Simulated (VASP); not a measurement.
Runs of VASP 6.6.1 on Pd. The structure is that of space group Pm-3m (No. 221), or close to it. The cells are those of the table. This isn't the form of Pd at room conditions, which is fcc.

```tsv
cell	gap on the mesh (eV)	pressure (GPa)	moment (μB)
a = 3.636 Å, angles 60.0°, 2 atoms	none	-5.6	0.00
a = 3.589 Å, angles 60.0°, 2 atoms	none	(b)	0.00
a = 3.540 Å, angles 60.0°, 2 atoms	none	7.8	0.00
a = 3.682 Å, angles 60.0°, 2 atoms	none	-10.2	0.00
a = 3.727 Å, angles 60.0°, 2 atoms	none	(a)	0.00
```

Alike in all rows: task single point; level LDA; potentials or basis VASP PAW LDA potentials, release 64 (Pd); spin collinear; k mesh 18 × 18 × 18; cutoff (eV) 520; smearing fermi-dirac 0.05 eV.

Fill in the values left out.

(a) -13.8; (b) 0.3.

Caveats: the cell stands under tension (at least some runs); the cell stands under pressure (at least some runs).

A k mesh can miss the band edges, and the runs leave out spin-orbit coupling on Pd.

A gap of «none» marks levels without a gap at the run's occupations.
